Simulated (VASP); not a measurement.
Input of a VASP 6.6.1 run:

Contents of INCAR:

```
SYSTEM = Mg3SnO
  ALGO = Normal
  EDIFF = 1E-7
  ENCUT = 520
  GGA = PE
  ISIF = 2
  ISMEAR = -1
  LASPH = .TRUE.
  LCHARG = .FALSE.
  LREAL = .FALSE.
  LWAVE = .FALSE.
  NBANDS = 21
  NELM = 60
  PREC = Accurate
  SIGMA = 0.02
```

The input KPOINTS:

```
k-points
0
G
  6 6 6
  0 0 0
```

Contents of POSCAR:

```
Mg3SnO
1.0
    4.3451295609      0.0000000000      0.0000000000
    0.0000000000      4.3451295609      0.0000000000
    0.0000000000      0.0000000000      4.3451295609
Sn O Mg
1 1 3
Direct
    0.0000000000      0.0000000000      0.0000000000
    0.5000000000      0.5000000000      0.5000000000
    0.5000000000      0.5000000000      0.0000000000
    0.5000000000      0.0000000000      0.5000000000
    0.0000000000      0.5000000000      0.5000000000
```

Potentials or basis: VASP PAW PBE potentials, release 64 (Sn_d, O, Mg).

The run is started by

```bash
$ cat potpaw_PBE.64/Sn_d/POTCAR potpaw_PBE.64/O/POTCAR potpaw_PBE.64/Mg/POTCAR > POTCAR
$ mpirun -np 1 vasp_std > vasp.out
```

**Question.** Predict the pressure.

**Answer.** 2.0 GPa.

**Question.** Predict the band gap on the k mesh.

**Answer.** Zero (band 13 reaches 6.30 eV, above the bottom of band 14 at 5.97 eV).

Caveat: spin-orbit coupling is left out, which moves the levels of the heavy elements.
